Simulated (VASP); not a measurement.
Crystal: Mg3TeSe2.

```
Mg Te Se
1.0
     5.98189    0.00000    0.00000
    -2.99095    5.18047    0.00000
     0.00000    0.00000    4.65259
Mg Te Se
3 1 2
Cartesian
  2.9909 0.0000 2.3263
  1.4955 2.5902 2.3263
  -1.4955 2.5902 2.3263
  0.0000 0.0000 0.0000
  0.0000 3.4536 0.0000
  2.9909 1.7268 0.0000
```

The cell was built from a structure type or drawn by symmetry, and may not be a known phase.

```yaml
Program: VASP 6.6.1
Task: relaxation of cell and atoms
Functional: PBE
Potentials_or_basis: VASP PAW PBE potentials, release 64 (Mg, Te, Se)
Cutoff: 600 eV
k_mesh: 6 × 6 × 8
Occupations: gaussian, width 0.1 eV
Spin: no spin polarisation
```

At the start: pressure -0.1 GPa; volume 24.03 Å³/atom.

**Question.** How do energy, volume and symmetry change on relaxing?

**Answer.** Over 9 steps the energy falls by 553.8 meV/atom and the volume is 24.77 Å³/atom (+3.1 %); space group P6/mmm (No. 191, to 0.1 Å) before and after.

The path:
```
step  energy change (eV)  largest force (eV/Å)  pressure (GPa)  volume (Å³)
   1              0.0000                0.0000           -0.06       144.18
   2             -0.9061                0.0000            0.22       143.49
   3             -3.0473                0.0000            5.93       134.84
   4             -3.1266                0.0000            3.09       138.00
   5             -3.1701                0.0000            4.41       136.46
   6             -3.2448                0.0000           -1.34       155.90
   7             -3.3079                0.0000            0.62       147.47
   8             -3.3213                0.0000           -0.22       149.02
   9             -3.3231                0.0000           -0.01       148.62
```

Final structure:
```yaml
crystal:
  lattice:
    - [6.93784, 0.00000, 0.00000]
    - [-3.46892, 6.00835, 0.00000]
    - [0.00000, 0.00000, 3.56539]
  atoms:
    - { symbol: Mg, position: [0.50000, 0.00000, 0.50000] }
    - { symbol: Mg, position: [0.50000, 0.50000, 0.50000] }
    - { symbol: Mg, position: [0.00000, 0.50000, 0.50000] }
    - { symbol: Te, position: [0.00000, 0.00000, 0.00000] }
    - { symbol: Se, position: [0.33333, 0.66667, 0.00000] }
    - { symbol: Se, position: [0.66667, 0.33333, 0.00000] }
```

Caveat: a cell axis changed by over 15 % at a fixed basis, so the end point is rough.
